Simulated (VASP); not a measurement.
# PtS2 (P-3m1) in VASP: a series of runs, part 2 of 2

VASP 6.6.1. Earlier steps stand in the parts before.

### Step 3. Single point, PBEsol (strain -0.050 along x and y, +0.025 along z)

Input file INCAR:

```
PREC = Accurate ; ENCUT = 520
EDIFF = 1E-7 ; ISMEAR = 0
SIGMA = 0.05 ; LREAL = False
LASPH = True ; NELM = 60
ALGO = Normal ; ISIF = 2
LWAVE = False ; LCHARG = False
GGA = PS ; NBANDS = 18
```

Input file KPOINTS:

```
Automatic mesh
0
Gamma
  12 12 8
```

Input file POSCAR:

```
PtS2
1.0
    3.3660395020      0.0000000000      0.0000000000
   -1.6830197510      2.9150757189      0.0000000000
    0.0000000000      0.0000000000      5.1647700000
Pt S
1 2
Direct
    0.0000000000      0.0000000000      0.0000000000
    0.3333333333      0.6666666667      0.2500000000
    0.6666666667      0.3333333333      0.7500000000
```

Potentials or basis: VASP PAW PBE potentials, release 64 (Pt, S).

On the command line:

```
> cat potpaw_PBE.64/Pt/POTCAR potpaw_PBE.64/S/POTCAR > POTCAR
> mpirun -np 1 vasp_std > vasp.out
```

OUTCAR:

```text
PREC = Accurate
   ENCUT = 520
   EDIFF = 1E-7
   ISMEAR = 0
   LREAL = False
   LASPH = True
   NELM = 60
   ISIF = 2
   GGA = PS

 ion  position               nearest neighbor table
   1  0.000  0.000  0.000-   2 2.33   3 2.33   3 2.33   2 2.33   3 2.33   2 2.33
   2  0.333  0.667  0.250-   1 2.33   1 2.33   1 2.33
   3  0.667  0.333  0.750-   1 2.33   1 2.33   1 2.33

  LATTYP: Found a hexagonal cell.
 ALAT       =     3.3660395020
 C/A-ratio  =     1.5343759326

  Lattice vectors:

 A1 = (   3.3660395020,   0.0000000000,   0.0000000000)
 A2 = (  -1.6830197510,   2.9150757189,   0.0000000000)
 A3 = (   0.0000000000,   0.0000000000,   5.1647700000)

Analysis of symmetry for initial positions (statically):
=====================================================================
 Subroutine PRICEL returns:
 Original cell was already a primitive cell.

 Routine SETGRP: Setting up the symmetry group for a
 hexagonal supercell.

 Subroutine GETGRP returns: Found 12 space group operations
 (whereof 12 operations were pure point group operations)
 out of a pool of 24 trial point group operations.

The static configuration has the point symmetry D_3d.

Analysis of symmetry for dynamics (positions and initial velocities):
=====================================================================
 Subroutine PRICEL returns:
 Original cell was already a primitive cell.

 Routine SETGRP: Setting up the symmetry group for a
 hexagonal supercell.

 Subroutine GETGRP returns: Found 12 space group operations
 (whereof 12 operations were pure point group operations)
 out of a pool of 24 trial point group operations.

The dynamic configuration has the point symmetry D_3d.

 Subroutine INISYM returns: Found 12 space group operations
 (whereof 12 operations are pure point group operations),
 and found     1 'primitive' translations

[... 113 lines left out ...]
   IALGO  =     38    algorithm
   IMIX   =      4    mixing-type and parameters
     AMIX     =   0.40;   BMIX     =  1.00
     AMIX_MAG =   1.60;   BMIX_MAG =  1.00
  volume/ion in A,a.u.               =      16.89       114.00
  Fermi-wavevector in a.u.,A,eV,Ry     =   1.239583  2.342473 20.906260  1.536567
  Thomas-Fermi vector in A             =   2.374060
   LORBIT       =      0    0 simple, 1 ext, 2 COOP (PROOUT), +10 PAW based schemes
   GGA     = PS    functional components
   LHFCALC =     F    Hartree Fock is set to
   AEXX    =    0.0000 exact exchange contribution
   IVDW    =     0    specifies the selected vdW correction
   LEPSILON=     F    determine dielectric tensor
   LRPA    =     F    only Hartree local field effects (RPA)
 non-spin polarized calculation
 Gauss-broadening in eV      SIGMA  =   0.05
  energy-cutoff  :      520.00
  volume of cell :       50.68
 maximum number of plane-waves:      1387
 NGX is ok and might be reduce to    28
   NGX = 13   NGY = 13   NGZ = 19

 number of electron      21.9999998 magnetization

 Free energy of the ion-electron system (eV)
  ---------------------------------------------------
  ext. energy  EPLUGINS =         0.00000000
  ---------------------------------------------------
  free energy    TOTEN  =       -16.73086023 eV

  energy without entropy =      -16.73086023  energy(sigma->0) =      -16.73086023

 E-fermi :   8.0142     XC(G=0): -11.2468

 val. band max:        7.7736471726   @ k =   0.0000   0.1667   0.2500
 cond. band min:       8.4473412103   @ k =   0.2500   0.2500   0.0000
 fundamental gap:      0.6736940378
 Fermi energy:         8.0141979040

 k-point     1 :       0.0000    0.0000    0.0000
  band No.  band energies     occupation
      1      -8.0940      2.00000
      2      -5.0837      2.00000
      3      -0.0626      2.00000
      4       0.9416      2.00000
      5       0.9416      2.00000
      6       3.6387      2.00000
[... 481 lines left out ...]
      5       1.2070      2.00000
      6       2.9469      2.00000
[... 10 lines left out ...]
     17      17.2515      0.00000
     18      17.5750      0.00000

 [... further k-points ...]

------------------------ aborting loop because EDIFF is reached ----------------------------------------

  FORCE on cell =-STRESS in cart. coord.  units (eV):
  Direction    XX          YY          ZZ          XY          YZ          ZX
  --------------------------------------------------------------------------------------
  -------------------------------------------------------------------------------------
  Total        5.3999952      5.3999952      1.4304444      0.0000000     -0.0000000      0.0000000
  in kB      170.7198117    170.7198117     45.2232240      0.0000000     -0.0000000      0.0000000
  external PRESSURE =     128.8876158 kB  Pullay stress =       0.0000000 kB

 VOLUME and BASIS-vectors are now :
 -----------------------------------------------------------------------------
  energy-cutoff  :      520.00
  volume of cell :       50.68
      direct lattice vectors                 reciprocal lattice vectors
     3.366039502  0.000000000  0.000000000     0.297085046  0.171522131  0.000000000
    -1.683019751  2.915075719  0.000000000     0.000000000  0.343044262  0.000000000
     0.000000000  0.000000000  5.164770000     0.000000000  0.000000000  0.193619464

 POSITION                                       TOTAL-FORCE (eV/Angst)
 -----------------------------------------------------------------------------------
      0.00000      0.00000      0.00000         0.000000      0.000000     -0.000000
     -0.00000      1.94338      1.29119        -0.000000     -0.000000      0.308211
      1.68302      0.97169      3.87358        -0.000000     -0.000000     -0.308211
 -----------------------------------------------------------------------------------
    total drift:                               -0.000000     -0.000000     -0.000000

  FREE ENERGIE OF THE ION-ELECTRON SYSTEM (eV)
  ---------------------------------------------------
  free  energy   TOTEN  =       -16.7308602331 eV

  energy  without entropy=      -16.7308602331  energy(sigma->0) =      -16.73086023
```

stdout:

```text
POSCAR found type information on POSCAR PtS
 POSCAR found :  2 types and       3 ions
 scaLAPACK will be used
 -----------------------------------------------------------------------------
|                                                                             |
|                                                                             |
|     You enforced a specific xc type in the INCAR file but a different       |
|     I HOPE YOU KNOW WHAT YOU ARE DOING!                                     |
|                                                                             |
 -----------------------------------------------------------------------------

 LDA part: xc-table for (Slater+PW92), standard interpolation
 POSCAR, INCAR and KPOINTS ok, starting setup
 FFT: planning ... GRIDC
 FFT: planning ... GRID_SOFT
 FFT: planning ... GRID
 WAVECAR not read
 entering main loop
```

It took 47 s on 1 thread of Intel Xeon 6975P-C (Granite Rapids), shared host; peak memory 0.26 GiB.

Results:

| Quantity | Value |
| --- | --- |
| Free energy | -16.7309 eV |
| Pressure | 12.9 GPa |
| Largest force | 0.308 eV/Å |
| Band gap on the k mesh | 0.67 eV, indirect (least direct gap 0.95 eV) |

Forces in eV/Å, atoms in the order of the input:
```
Pt   0.000  0.000  0.000
S    0.000  0.000  0.308
S    0.000  0.000 -0.308
```

Levels at points of the mesh, in eV from the valence-band top:
```
           k point  band 8  band 9  band 10  band 11  band 12  band 13  band 14  band 15
(0.00, 0.00, 0.00)   -2.58   -0.85    -0.85    -0.15     2.25     2.25     4.79     6.06
(0.50, 0.00, 0.00)   -3.12   -3.08    -3.04    -2.41     1.60     2.80     5.77     6.13
(0.00, 0.00, 0.50)   -3.29   -1.18    -1.12    -1.12     2.87     2.87     5.52     7.67
(0.50, 0.00, 0.50)   -3.08   -2.59    -2.55    -1.75     1.76     2.84     4.89     4.91
```

Caveat: the cell differs from its parent crystal (strain -0.050 along x and y, +0.025 along z); the PAW data sets were made with another functional, which shifts forces and pressure a little; spin-orbit coupling is left out, which moves the levels of the heavy elements. A k mesh can miss the band edges.
